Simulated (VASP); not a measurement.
# HgTe (Fm-3m) in VASP: further runs, part 2 of 2

VASP 6.6.1. The steps go on from the part before.

**4. Single point, PBE, non-collinear spin, zero start, spin-orbit coupling**

The input, INCAR:

```
PREC     = Accurate       # precision mode
ENCUT    = 500            # plane-wave cutoff, eV
EDIFF    = 1E-6           # SCF threshold, eV
ISMEAR   = -1             # smearing method
SIGMA    = 0.02           # smearing width, eV
LREAL    = F              # projectors in reciprocal space
LASPH    = T              # aspherical terms in the spheres
NELM     = 200            # most SCF steps
ALGO     = Normal         # electronic algorithm
ISIF     = 2              # what is computed and relaxed
LWAVE    = F              # write WAVECAR
LCHARG   = F              # write CHGCAR
MAGMOM   = 0 0 0 0 0 0    # initial moments
LORBIT   = 11             # projections on sites
LSORBIT  = T              # spin-orbit coupling
GGA_COMPAT= F            
LORBMOM  = T            
GGA      = PE             # functional
NBANDS   = 30             # bands
```

The input, KPOINTS:

```
Automatic mesh
0
Gamma
  4 4 4
```

The input, POSCAR:

```
HgTe
1.0
    0.0000000000      3.0434522825      3.0434522825
    3.0434522825      0.0000000000      3.0434522825
    3.0434522825      3.0434522825      0.0000000000
Hg Te
1 1
Direct
    0.0000000000      0.0000000000      0.0000000000
    0.5000000000      0.5000000000      0.5000000000
```

Potentials or basis: VASP PAW PBE potentials, release 64 (Hg, Te).

Run with:

```console
> cat potpaw_PBE.64/Hg/POTCAR potpaw_PBE.64/Te/POTCAR > POTCAR
> mpirun -np 1 vasp_ncl > vasp.out
```

OUTCAR:

```text
PREC = Accurate
   ENCUT = 500
   EDIFF = 1E-6
   ISMEAR = -1
   LREAL = F
   LASPH = T
   NELM = 200
   ISIF = 2
   LORBIT = 11
   LSORBIT = T
   GGA = PE

 ion  position               nearest neighbor table
   1  0.000  0.000  0.000-   2 3.04   2 3.04   2 3.04   2 3.04   2 3.04   2 3.04
   2  0.500  0.500  0.500-   1 3.04   1 3.04   1 3.04   1 3.04   1 3.04   1 3.04

  LATTYP: Found a face centered cubic cell.
 ALAT       =     6.0869045650

  Lattice vectors:

 A1 = (   0.0000000000,   3.0434522825,   3.0434522825)
[... 536 lines left out ...]
     0.0000000    -0.0000649     0.0000000    -0.0000649     0.0000000
    -0.0000076    -0.0000076    -0.0000649     0.0000000    -0.0000216
    -0.0000865    -0.0000216     0.0000000    -0.0000216     0.0000000
 l=   3
     0.0000000     0.0000000     0.0000000     0.0000000     0.0000000     0.0000000     0.0000000
     0.0000000     0.0000000     0.0000000     0.0000000     0.0000000     0.0000000     0.0000000
     0.0000000     0.0000000     0.0000000     0.0000000     0.0000000     0.0000000     0.0000000
     0.0000000     0.0000000     0.0000000     0.0000000     0.0000000     0.0000000     0.0000000
     0.0000000     0.0000000     0.0000000     0.0000000     0.0000000     0.0000000     0.0000000
     0.0000000     0.0000000     0.0000000     0.0000000     0.0000000     0.0000000     0.0000000
     0.0000000     0.0000000     0.0000000     0.0000000     0.0000000     0.0000000     0.0000000

 total charge

# of ion       s       p       d       tot
------------------------------------------
    1        0.743   0.312   9.367  10.422
    2        1.390   1.934   0.029   3.353
--------------------------------------------------
tot          2.133   2.246   9.395  13.775

 magnetization (x)

# of ion       s       p       d       tot
------------------------------------------
    1       -0.000   0.000   0.000  -0.000
    2       -0.000   0.000   0.000  -0.000
--------------------------------------------------
tot         -0.000   0.000   0.000  -0.000

 magnetization (y)

# of ion       s       p       d       tot
------------------------------------------
    1       -0.000   0.000   0.000  -0.000
    2        0.000   0.000   0.000   0.000
--------------------------------------------------
tot         -0.000   0.000   0.000  -0.000

 magnetization (z)

# of ion       s       p       d       tot
------------------------------------------
    1        0.000   0.000  -0.000   0.000
    2        0.000   0.000   0.000   0.000
--------------------------------------------------
tot          0.000   0.000  -0.000   0.000
```

OSZICAR:

```text
N       E                     dE             d eps       ncg     rms          rms(c)
DAV:   1     0.115472314518E+03    0.11547E+03   -0.78160E+03   480   0.103E+03
DAV:   2     0.156181439853E+01   -0.11391E+03   -0.10841E+03   536   0.259E+02
DAV:   3    -0.376211612033E+01   -0.53239E+01   -0.52392E+01   590   0.551E+01
DAV:   4    -0.381458552165E+01   -0.52469E-01   -0.52437E-01   582   0.502E+00
DAV:   5    -0.381544846944E+01   -0.86295E-03   -0.86292E-03   554   0.619E-01    0.876E+00
DAV:   6    -0.356224158314E+01    0.25321E+00   -0.45246E-01   536   0.944E+00    0.680E+00
DAV:   7    -0.355541650928E+01    0.68251E-02   -0.12926E-01   534   0.246E+00    0.292E+00
DAV:   8    -0.355495819039E+01    0.45832E-03   -0.94744E-03   546   0.108E+00    0.126E+00
DAV:   9    -0.355499827523E+01   -0.40085E-04   -0.41184E-04   558   0.174E-01    0.365E-01
DAV:  10    -0.355505392487E+01   -0.55650E-04   -0.33139E-04   546   0.207E-01    0.751E-02
DAV:  11    -0.355505541426E+01   -0.14894E-05   -0.31832E-05   546   0.719E-02    0.324E-02
DAV:  12    -0.355506037469E+01   -0.49604E-05   -0.16295E-05   584   0.360E-02    0.309E-02
DAV:  13    -0.355505987677E+01    0.49792E-06   -0.12243E-06   520   0.954E-03
   1 F= -.35550599E+01 E0= -.35550193E+01  d E =-.810670E-04  mag=     0.0000    -0.0000     0.0000
```

stdout:

```text
POSCAR found type information on POSCAR HgTe
 POSCAR found :  2 types and       2 ions
 scaLAPACK will be used
 LDA part: xc-table for (Slater+PW92), standard interpolation
 POSCAR, INCAR and KPOINTS ok, starting setup
 FFT: planning ... GRIDC
 FFT: planning ... GRID_SOFT
 FFT: planning ... GRID
 WAVECAR not read
 entering main loop
```

Run time: 19 s. Hardware: 1 thread of Intel Xeon 6975P-C (Granite Rapids), shared host; peak memory 0.3 GiB.

Results:

```yaml
Free_energy: -3.5551 eV
Pressure: 2.8 GPa
Net_moment: 0.00 μB per cell
Valence_electrons_inside_the_program's_atomic_spheres: Hg 10.42; Te 3.35
```

Moments on the atoms (μB; x, y, z):
```
Hg  0.00 0.00 0.00
Te  0.00 0.00 0.00
```

Caveat: the k points lie up to 0.45 Å⁻¹ apart.

**5. Overview**

| level | potentials or basis | spin | gap on the mesh (eV) | pressure (GPa) |
| --- | --- | --- | --- | --- |
| PBE | VASP PAW PBE potentials, release 64 (Hg, Te) | off | none | 2.9 |
| LDA | VASP PAW LDA potentials, release 64 (Hg, Te) | off | none | -2.4 |
| PBE | VASP PAW PBE potentials, release 64 (Hg, Te) | non-collinear, zero start, SOC | - | 2.8 |

Alike in all rows: task single point; cell as given; k mesh 4 × 4 × 4; cutoff (eV) 500; smearing fermi-dirac 0.02 eV.

Caveats: all runs use coarse meshes; spin-orbit coupling is left out, which moves the levels of the heavy elements (some runs).

Absolute energies hang on the potentials; compare differences alone.
